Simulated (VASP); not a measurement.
# Hf (P1) in VASP: single point with r2SCAN

Aim: the single point of Hf with r2SCAN.

Program: VASP 6.6.1. These are calculated values, not measurements. Logs are shortened: lines on timing, memory, paths and dates and some standing lists are left out, and cuts for length are marked.

## 1. The cell of the first run

The typed cell holds 4 atoms: a = 5.471 Å, b = 3.230 Å, c = 4.945 Å, α = 88.66°, β = 93.36°, γ = 91.44°.

## 2. Single point, r2SCAN

Input file POSCAR:

```
Hf
1.0
    4.7695870000      2.6747340000     -0.1591140000
   -1.6491870000      2.7774870000      0.0364920000
   -0.1547430000     -0.0226730000      4.9428110000
Hf
4
Direct
    0.1851420000      0.4815930000      0.2980140000
    0.6443190000      0.9995860000      0.2508700000
    0.3474640000      0.9674670000      0.7480460000
    0.8415040000      0.4983050000      0.7618020000
```

Input file INCAR.step1:

```
SYSTEM = Hf
PREC     = Accurate       ! precision mode
ENCUT    = 520            ! plane-wave cutoff, eV
ISMEAR   = -1             ! smearing method
SIGMA    = 0.0944         ! smearing width, eV
LREAL    = .False.        ! projectors in reciprocal space
LASPH    = .True.         ! aspherical terms in the spheres
NELM     = 80             ! most SCF steps
NBANDS   = 28             ! bands
GGA      = PE             ! functional
ALGO     = Normal         ! electronic algorithm
EDIFF    = 1E-4           ! SCF threshold, eV
LWAVE    = .True.         ! write WAVECAR
LCHARG   = .False.        ! write CHGCAR
```

Input file INCAR.step2:

```
SYSTEM = Hf
PREC     = Accurate       ! precision mode
ENCUT    = 520            ! plane-wave cutoff, eV
EDIFF    = 1E-6           ! SCF threshold, eV
ISMEAR   = -1             ! smearing method
SIGMA    = 0.0944         ! smearing width, eV
LREAL    = .False.        ! projectors in reciprocal space
LASPH    = .True.         ! aspherical terms in the spheres
NELM     = 80             ! most SCF steps
ALGO     = Normal         ! electronic algorithm
ISIF     = 2              ! what is computed and relaxed
LWAVE    = .False.        ! write WAVECAR
LCHARG   = .True.         ! write CHGCAR
METAGGA  = R2SCAN         ! meta-GGA
LMIXTAU  = .True.       
LELF     = .True.         ! ELF
LVHAR    = .True.       
NBANDS   = 28             ! bands
ISTART   = 1
```

Input file KPOINTS:

```
Automatic mesh
0
Gamma
  4 6 4
  0 0.5 0
```

Potentials or basis: VASP PAW PBE potentials, release 64 (Hf_pv).

Launch:

```bash
cat potpaw_PBE.64/Hf_pv/POTCAR > POTCAR
cp INCAR.step1 INCAR
mpirun -np 1 vasp_std > vasp.out
cp INCAR.step2 INCAR
mpirun -np 1 vasp_std > vasp.out
```

OUTCAR:

```text
SYSTEM = Hf
   PREC = Accurate
   ENCUT = 520
   EDIFF = 1E-6
   ISMEAR = -1
   LREAL = .False.
   LASPH = .True.
   NELM = 80
   ISIF = 2
   METAGGA = R2SCAN
   ISTART = 1

 ion  position               nearest neighbor table
   1  0.185  0.482  0.298-   3 2.84   3 2.86   2 3.00   2 3.01   4 3.05   4 3.16   3 3.27   2 3.31
                             3 3.39   2 3.43
   2  0.644  1.000  0.251-   3 2.89   1 3.00   1 3.01   3 3.02   4 3.11   4 3.12   4 3.15   4 3.20
                             1 3.31   1 3.43
   3  0.347  0.967  0.748-   1 2.84   1 2.86   2 2.89   2 3.02   4 3.13   4 3.13   4 3.16   1 3.27
                             4 3.30   1 3.39
   4  0.842  0.498  0.762-   1 3.05   2 3.11   2 3.12   3 3.13   3 3.13   2 3.15   1 3.16   3 3.16
                             2 3.20   3 3.30

  LATTYP: Found a triclinic cell.
 ALAT       =     5.4706927702
 B/A-ratio  =     1.3081329775
 C/A-ratio  =     0.5904947519
 COS(alpha) =     0.0030326470
 COS(beta)  =     0.0250505358
 COS(gamma) =     0.7239589423

  Lattice vectors:

 A1 = (   4.7695870000,   2.6747340000,  -0.1591140000)
 A2 = (   4.6148440000,   2.6520610000,   4.7836970000)
 A3 = (   1.6491870000,  -2.7774870000,  -0.0364920000)

Analysis of symmetry for initial positions (statically):
=====================================================================
 Subroutine PRICEL returns:
 Original cell was already a primitive cell.

 Routine SETGRP: Setting up the symmetry group for a
 triclinic supercell.

 Subroutine GETGRP returns: Found  1 space group operations
 (whereof  1 operations were pure point group operations)
 out of a pool of  2 trial point group operations.

The static configuration has the point symmetry C_1 .

Analysis of symmetry for dynamics (positions and initial velocities):
=====================================================================
 Subroutine PRICEL returns:
 Original cell was already a primitive cell.

 Routine SETGRP: Setting up the symmetry group for a
 triclinic supercell.

 Subroutine GETGRP returns: Found  1 space group operations
 (whereof  1 operations were pure point group operations)
[... 93 lines left out ...]
   ions per type =               4
   NGX,Y,Z   is equivalent  to a cutoff of  12.76, 12.35, 13.45 a.u.
   NGXF,Y,Z  is equivalent  to a cutoff of  25.53, 24.70, 26.89 a.u.
 SYSTEM =  Hf
   PREC   = accura    normal or accurate (medium, high low for compatibility)
   ISTART =      1    job   : 0-new  1-cont  2-samecut
   ICHARG =      0    charge: 1-file 2-atom 10-const
   ISPIN  =      1    spin polarized calculation?
   LNONCOLLINEAR =      F non collinear calculations
   LSORBIT =      F    spin-orbit coupling
   LASPH  =      T    aspherical Exc in radial PAW
   ENCUT  =  520.0 eV  38.22 Ry    6.18 a.u.  10.17  6.01  9.19*2*pi/ulx,y,z
   NELM   =     80;   NELMIN=  2; NELMDL=  0     # of ELM steps
   EDIFF  = 0.1E-05   stopping-criterion for ELM
   LREAL  =      F    real-space projection
   EDIFFG = 0.1E-04   stopping-criterion for IOM
   NSW    =      0    number of steps for IOM
   IBRION =     -1    ionic relax: 0-MD 1-quasi-New 2-CG
   NFREE  =      0    steps in history (QN), initial steepest desc. (CG)
   ISIF   =      2    stress and relaxation
   ISYM   =      2    0-nonsym 1-usesym 2-fastsym
   POTIM  = 0.5000    time-step for ionic-motion
   TEBEG  =    0.0;   TEEND  =   0.0 temperature during run
   PSTRESS=    0.0 pullay stress
   NELECT =      40.0000    total number of electrons
   NUPDOWN=      -1.0000    fix difference up-down
   EMIN   =  10.00;   EMAX   =-10.00  energy-range for DOS
   EFERMI =   0.00;   METHOD = LEGACY
   ISMEAR =    -1;   SIGMA  =   0.09  broadening in eV -4-tet -1-fermi 0-gaus
   EFERMI_NEDOS =   21; number of points for ismear=-14 and -15
   IALGO  =     38    algorithm
   IMIX   =      4    mixing-type and parameters
     AMIX     =   0.40;   BMIX     =  1.00
     AMIX_MAG =   1.60;   BMIX_MAG =  1.00
  volume/ion in A,a.u.               =      21.80       147.11
  Fermi-wavevector in a.u.,A,eV,Ry     =   1.262583  2.385936 21.689261  1.594116
  Thomas-Fermi vector in A             =   2.395984
   LORBIT       =      0    0 simple, 1 ext, 2 COOP (PROOUT), +10 PAW based schemes
   METAGGA = R2SCAN    functional components
   LHFCALC =     F    Hartree Fock is set to
   AEXX    =    0.0000 exact exchange contribution
   IVDW    =     0    specifies the selected vdW correction
   LEPSILON=     F    determine dielectric tensor
   LRPA    =     F    only Hartree local field effects (RPA)
 non-spin polarized calculation
  energy-cutoff  :      520.00
  volume of cell :       87.20
 maximum number of plane-waves:      2366
 NGX is ok and might be reduce to    42
   NGX = 21   NGY = 13   NGZ = 19

 number of electron      40.0000002 magnetization

 Free energy of the ion-electron system (eV)
  ---------------------------------------------------
  ext. energy  EPLUGINS =         0.00000000
  ---------------------------------------------------
  free energy    TOTEN  =      -180.15914615 eV

  energy without entropy =     -180.06712873  energy(sigma->0) =     -180.11313744

 E-fermi :   4.9576     XC(G=0): -12.2695

 val. band max:        4.9124612189   @ k =   0.2500  -0.4167   0.2500
 cond. band min:       4.9836816957   @ k =   0.2500   0.4167   0.5000
 fundamental gap:      0.0712204768
 Fermi energy:         4.9576130398

 k-point     1 :      -0.0000    0.0833   -0.0000
  band No.  band energies     occupation
      1     -27.2988      2.00000
      2     -27.0679      2.00000
      3     -26.9043      2.00000
      4     -26.8018      2.00000
      5     -26.6932      2.00000
      6     -26.5836      2.00000
[... 733 lines left out ...]
     27       9.3315      0.00000
     28       9.6873      0.00000

 [... further k-points ...]
[... 5 lines left out ...]
  --------------------------------------------------------------------------------------
  -------------------------------------------------------------------------------------
  Total        1.1954357      1.3625863      4.0631653      1.4515115      0.4704868      1.6832652
  in kB       21.9650438     25.0362847     74.6569672     26.6702042      8.6447677     30.9284674
  external PRESSURE =      40.5527652 kB  Pullay stress =       0.0000000 kB

 VOLUME and BASIS-vectors are now :
 -----------------------------------------------------------------------------
  energy-cutoff  :      520.00
  volume of cell :       87.20
      direct lattice vectors                 reciprocal lattice vectors
     4.769587000  2.674734000 -0.159114000     0.157451745  0.093419647  0.005357813
    -1.649187000  2.777487000  0.036492000    -0.151576315  0.270082369 -0.003506465
    -0.154743000 -0.022673000  4.942811000     0.006187592  0.001013295  0.202512388

 POSITION                                       TOTAL-FORCE (eV/Angst)
 -----------------------------------------------------------------------------------
      0.04270      1.82607      1.46114        -1.160121     -0.838895     -1.674922
      1.38581      4.49403      1.17396         1.440822      0.757524      0.543860
     -0.05403      3.59954      3.67747        -0.204560      0.206897      1.380609
      3.07394      3.61756      3.64973        -0.076141     -0.125526     -0.249546
 -----------------------------------------------------------------------------------
    total drift:                                0.000050      0.000051     -0.000174

  FREE ENERGIE OF THE ION-ELECTRON SYSTEM (eV)
  ---------------------------------------------------
  free  energy   TOTEN  =      -180.1591461507 eV

  energy  without entropy=     -180.0671287251  energy(sigma->0) =     -180.11313744
```

It took 4.5 min on 1 thread of Intel Xeon 6975P-C, shared host; peak memory 0.25 GiB.

What came out:

```
Free energy            : -180.1591 eV
Pressure               : 4.1 GPa
Largest force          : 2.203 eV/Å
Band gap on the k mesh : zero (band 20 reaches 5.51 eV, above the bottom of band 21 at 4.57 eV)
```

Forces in eV/Å, atoms in the order of the input:
```
Hf  -1.160 -0.839 -1.675
Hf   1.441  0.758  0.544
Hf  -0.205  0.207  1.381
Hf  -0.076 -0.126 -0.250
```

Stress tensor (GPa, compression positive):
```
2.20 2.67 3.09
2.67 2.50 0.86
3.09 0.86 7.47
```

Levels at points of the mesh, in eV from the Fermi level:
```tsv
k point	band 16	band 17	band 18	band 19	band 20	band 21	band 22	band 23	band 24	band 25
(0.00, 0.08, 0.00)	-2.83	-2.15	-1.05	0.41	0.47	0.70	0.80	1.58	1.76	1.86
```

Caveat: the PAW data sets were made with another functional, which shifts forces and pressure a little; spin-orbit coupling is left out, which moves the levels of the heavy elements.
